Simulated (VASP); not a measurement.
Write the native input for VASP 6.6.1 that does the following.

* Task: single point
* Functional: PBEsol
* Potentials or basis: VASP PAW PBE potentials, release 64 (Te)
* Cutoff: 520 eV
* k mesh: 14 × 14 × 8
* Occupations: fermi-dirac, width 0.08 eV
* Spin: no spin polarisation
* Dipole correction: no
* Further INCAR settings: ALGO = Normal; EDIFF = 1e-06; NBANDS = 13

The structure of Te lies in POSCAR:

```
Te
1.0
    3.1376740743      0.0000000000      0.0000000000
   -1.5688370371      2.7173054571      0.0000000000
    0.0000000000      0.0000000000      4.7042108158
Te
2
Direct
    0.3333333333      0.6666666667      0.2500000000
    0.6666666667      0.3333333333      0.7500000000
```

One way to write it, as run:

INCAR

```
PREC = Accurate
ENCUT = 520
EDIFF = 1E-6
ISMEAR = -1
SIGMA = 0.08
LREAL = F
LASPH = T
NELM = 100
ALGO = Normal
ISIF = 2
LWAVE = F
LCHARG = F
GGA = PS
NBANDS = 13
```

KPOINTS

```
regular mesh
0
Gamma
  14 14 8
```

Potentials or basis: VASP PAW PBE potentials, release 64 (Te).

Command:

```bash
$ cat potpaw_PBE.64/Te/POTCAR > POTCAR
$ mpirun -np 1 vasp_std > vasp.out
```

Results of the run:

```
Pressure               : 38.3 GPa
Band gap on the k mesh : zero (band 6 reaches 17.53 eV, above the bottom of band 7 at 10.85 eV)
```

Caveat: the PAW data sets were made with another functional, which shifts forces and pressure a little; spin-orbit coupling is left out, which moves the levels of the heavy elements.

Wall time 11 s on 1 thread of Intel(R) Xeon(R) 6975P-C (Granite Rapids), with other jobs on the host, peak memory 0.19 GiB.
